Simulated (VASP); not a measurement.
# ZnSe (F-43m) in VASP: settings compared, part 2 of 2

VASP 6.6.1. Earlier steps stand in the parts before.

### 6 Relaxation of cell and atoms, BLYP+D4

This run uses another cell than the first one, of 22.76 Å³/atom.

Input file INCAR:

```
SYSTEM = ZnSe
PREC = Accurate
ENCUT = 600
EDIFF = 1E-6
ISMEAR = -1
SIGMA = 0.05
LREAL = .False.
LASPH = .True.
NELM = 100
ALGO = Normal
ISIF = 3
LWAVE = .False.
LCHARG = .False.
GGA = B5
ALDAX = 1.0
AGGAX = 1.0
AGGAC = 1.0
ALDAC = 0.0
IVDW = 13
VDW_S6 = 1.0
VDW_S8 = 2.34076671
VDW_A1 = 0.44488865
VDW_A2 = 4.0933009
IBRION = 2
NSW = 60
EDIFFG = -0.01
```

Input file KPOINTS:

```
Automatic mesh
0
Gamma
  8 8 8
  0 0 0
```

Input file POSCAR:

```
ZnSe
1.0
    0.0000000000      2.8338000000      2.8338000000
    2.8338000000      0.0000000000      2.8338000000
    2.8338000000      2.8338000000      0.0000000000
Se Zn
1 1
Direct
    0.7500000000      0.7500000000      0.7500000000
    0.0000000000      0.0000000000      0.0000000000
```

Potentials or basis: VASP PAW PBE potentials, release 64 (Se, Zn).

Started as:

```sh
$ cat potpaw_PBE.64/Se/POTCAR potpaw_PBE.64/Zn/POTCAR > POTCAR
$ mpirun -np 1 vasp_std > vasp.out
```

OUTCAR:

```text
SYSTEM = ZnSe
   PREC = Accurate
   ENCUT = 600
   EDIFF = 1E-6
   ISMEAR = -1
   LREAL = .False.
   LASPH = .True.
   NELM = 100
   ISIF = 3
   GGA = B5
   IVDW = 13
   IBRION = 2
   NSW = 60
   EDIFFG = -0.01

 ion  position               nearest neighbor table
   1  0.750  0.750  0.750-   2 2.45   2 2.45   2 2.45   2 2.45
   2  0.000  0.000  0.000-   1 2.45   1 2.45   1 2.45   1 2.45

  LATTYP: Found a face centered cubic cell.
 ALAT       =     5.6676000000

  Lattice vectors:

 A1 = (   0.0000000000,   2.8338000000,   2.8338000000)
 A2 = (   2.8338000000,   0.0000000000,   2.8338000000)
 A3 = (   2.8338000000,   2.8338000000,   0.0000000000)

Analysis of symmetry for initial positions (statically):
=====================================================================
 Subroutine PRICEL returns:
 Original cell was already a primitive cell.

 Routine SETGRP: Setting up the symmetry group for a
 face centered cubic supercell.

 Subroutine GETGRP returns: Found 24 space group operations
 (whereof 24 operations were pure point group operations)
 out of a pool of 48 trial point group operations.

The static configuration has the point symmetry T_d .

Analysis of symmetry for dynamics (positions and initial velocities):
=====================================================================
 Subroutine PRICEL returns:
 Original cell was already a primitive cell.

 Routine SETGRP: Setting up the symmetry group for a
 face centered cubic supercell.

 Subroutine GETGRP returns: Found 24 space group operations
 (whereof 24 operations were pure point group operations)
 out of a pool of 48 trial point group operations.

The dynamic configuration has the point symmetry T_d .

 Subroutine INISYM returns: Found 24 space group operations
 (whereof 24 operations are pure point group operations),
 and found     1 'primitive' translations

----------------------------------------------------------------------------------------

                                     Primitive cell

  volume of cell :      45.5132

  direct lattice vectors                    reciprocal lattice vectors
     0.000000000  2.833800000  2.833800000    -0.176441527  0.176441527  0.176441527
     2.833800000  0.000000000  2.833800000     0.176441527 -0.176441527  0.176441527
[... 105 lines left out ...]
     AMIX_MAG =   1.60;   BMIX_MAG =  1.00
  volume/ion in A,a.u.               =      22.76       153.57
  Fermi-wavevector in a.u.,A,eV,Ry     =   1.201673  2.270834 19.647073  1.444019
  Thomas-Fermi vector in A             =   2.337476
   LORBIT       =      0    0 simple, 1 ext, 2 COOP (PROOUT), +10 PAW based schemes
   GGA     = B5    functional components
   LHFCALC =     F    Hartree Fock is set to
   AEXX    =    0.0000 exact exchange contribution
   IVDW    =    13    specifies the selected vdW correction
   LEPSILON=     F    determine dielectric tensor
   LRPA    =     F    only Hartree local field effects (RPA)
 conjugate gradient relaxation of ions
 non-spin polarized calculation
  energy-cutoff  :      600.00
  volume of cell :       45.51
 maximum number of plane-waves:      1540
   NGX = 17   NGY = 17   NGZ = 17

--------------------------------------- Ionic step        1  -------------------------------------------

 number of electron      17.9999991 magnetization

 Free energy of the ion-electron system (eV)
  ---------------------------------------------------
  ext. energy  EPLUGINS =         0.00000000
  ---------------------------------------------------
  free energy    TOTEN  =        -4.93016491 eV

  energy without entropy =       -4.93016488  energy(sigma->0) =       -4.93016490

------------------------ aborting loop because EDIFF is reached ----------------------------------------

  DFT-D4 for vdW energy calculation

  Edisp (eV):   -1.20067
[... 71 lines left out ...]
--------------------------------------- Ionic step        3  -------------------------------------------

 number of electron      18.0000002 magnetization

 Free energy of the ion-electron system (eV)
  ---------------------------------------------------
  ext. energy  EPLUGINS =         0.00000000
  ---------------------------------------------------
  free energy    TOTEN  =        -4.95281133 eV

  energy without entropy =       -4.95281127  energy(sigma->0) =       -4.95281130

 E-fermi :   2.5113     XC(G=0):  -8.7308

 val. band max:        1.8709633092   @ k =   0.0000   0.0000   0.0000
 cond. band min:       3.0810499958   @ k =   0.0000   0.0000   0.0000
 fundamental gap:      1.2100866866
 Fermi energy:         2.5113229815

 k-point     1 :       0.0000    0.0000    0.0000
  band No.  band energies     occupation
      1     -11.2927      2.00000
      2      -4.7350      2.00000
      3      -4.7350      2.00000
      4      -4.7350      2.00000
      5      -4.3903      2.00000
      6      -4.3903      2.00000
      7       1.8710      1.99999
      8       1.8710      1.99999
      9       1.8710      1.99999
     10       3.0810      0.00002
     11       7.7208      0.00000
     12       7.7208      0.00000
     13       7.7208      0.00000
[... 354 lines left out ...]
  band No.  band energies     occupation
      1     -10.4198      2.00000
      2      -4.6333      2.00000
      3      -4.6019      2.00000
      4      -4.4175      2.00000
      5      -4.3831      2.00000
      6      -4.1881      2.00000
      7      -2.9123      2.00000
      8      -0.4561      2.00000
      9       0.4658      2.00000
     10       6.0349      0.00000
     11       7.5609      0.00000
     12       9.2782      0.00000
     13      10.5840      0.00000

 [... further k-points ...]

------------------------ aborting loop because EDIFF is reached ----------------------------------------

  DFT-D4 for vdW energy calculation

  Edisp (eV):   -1.18005
[... 25 lines left out ...]
  FREE ENERGIE OF THE ION-ELECTRON SYSTEM (eV)
  ---------------------------------------------------
  free  energy   TOTEN  =        -6.1328601175 eV

  energy  without entropy=       -6.1328600580  energy(sigma->0) =       -6.13286009

 reached required accuracy - stopping structural energy minimisation
```

OSZICAR:

```text
N       E                     dE             d eps       ncg     rms          rms(c)
DAV:   1     0.943428533526E+02    0.94343E+02   -0.98863E+03   754   0.176E+03
DAV:   2     0.133199745240E+01   -0.93011E+02   -0.88784E+02   784   0.292E+02
DAV:   3    -0.520605930924E+01   -0.65381E+01   -0.64980E+01   929   0.757E+01
[... 22 lines left out ...]
DAV:   2    -0.495323540500E+01    0.27316E-02   -0.10104E-02   894   0.281E+00    0.143E-01
DAV:   3    -0.495290264514E+01    0.33276E-03   -0.35467E-04   794   0.184E-01    0.678E-02
DAV:   4    -0.495282176499E+01    0.80880E-04   -0.46307E-05   875   0.873E-02    0.274E-02
DAV:   5    -0.495281124332E+01    0.10522E-04   -0.12493E-05  1083   0.674E-02    0.251E-03
DAV:   6    -0.495281132954E+01   -0.86214E-07   -0.32752E-06   619   0.291E-02
   3 F= -.61328601E+01 E0= -.61328601E+01  d E =-.202598E-02
```

Run time: 67 s. Hardware: 1 thread of Intel Xeon Platinum 8259CL at 2.50GHz (Skylake/Cascade Lake), shared host; peak memory 0.19 GiB.

What came out:

| Item | Value |
| --- | --- |
| Free energy | -6.1329 eV |
| Relaxed volume | 23.10 Å³/atom |
| Relaxed cell | a = 4.028 Å, b = 4.028 Å, c = 4.028 Å, α = 60.00°, β = 60.00°, γ = 60.00° |
| Space group after relaxing (to 0.1 Å) | F-43m (No. 216) |
| Energy gained by relaxing | 1.0 meV/atom |
| Ionic steps | 3 |
| Pressure after relaxing | 0.0 GPa |
| Band gap on the k mesh | 1.21 eV |
| Dispersion energy per atom | -0.590 eV |

Step by step:
| step | energy change (eV) | largest force (eV/Å) | pressure (GPa) | volume (Å³) |
| --- | --- | --- | --- | --- |
| 1 | 0.0000 | 0.0000 | 0.94 | 45.51 |
| 2 | -0.0019 | 0.0000 | -0.26 | 46.39 |
| 3 | -0.0020 | 0.0000 | -0.04 | 46.21 |

Final structure:
```
Se Zn
1.0
     0.00000    2.84810    2.84810
     2.84810    0.00000    2.84810
     2.84810    2.84810    0.00000
Se Zn
1 1
Direct
  0.75000 0.75000 0.75000
  0.00000 0.00000 0.00000
```

Levels at points of the mesh, in eV from the valence-band top:
| k point | band 6 | band 7 | band 8 | band 9 | band 10 | band 11 | band 12 | band 13 |
| --- | --- | --- | --- | --- | --- | --- | --- | --- |
| (0.00, 0.00, 0.00) | -6.26 | 0.00 | 0.00 | 0.00 | 1.21 | 5.85 | 5.85 | 5.85 |
| (0.50, 0.00, 0.00) | -6.11 | -5.09 | -0.84 | -0.84 | 2.52 | 6.45 | 6.45 | 8.69 |
| (0.50, 0.50, 0.00) | -6.09 | -4.70 | -2.10 | -2.10 | 3.17 | 3.49 | 10.70 | 11.12 |

Caveat: the PAW data sets were made with another functional, which shifts forces and pressure a little.

### 7 Summary

```csv
task,level,cell,cutoff (eV),gap on the mesh (eV),pressure (GPa),relaxed volume (Å³/atom)
single point,r2SCAN,"a = 4.034 Å, angles 60.0°, 2 atoms",520,1.78,-1.2,-
single point,r2SCAN,"a = 4.060 Å, angles 60.0°, 2 atoms",520,1.70,-2.3,-
single point,r2SCAN,"a = 4.086 Å, angles 60.0°, 2 atoms",520,1.62,-3.3,-
relaxation of cell and atoms,revPBE+D3(BJ),"relaxed from a = 4.008 Å, angles 60.0°, 2 atoms",600,1.48,0.0,22.35
relaxation of cell and atoms,BLYP+D4,"relaxed from a = 4.008 Å, angles 60.0°, 2 atoms",600,1.21,0.0,23.10
```

Alike in all rows: potentials or basis VASP PAW PBE potentials, release 64 (Se, Zn); no spin polarisation; k mesh 8 × 8 × 8; smearing fermi-dirac 0.05 eV.

Caveats: the PAW data sets were made with another functional, which shifts forces and pressure a little; the cell stands under tension (at least some runs).

Absolute energies hang on the potentials; compare differences alone.
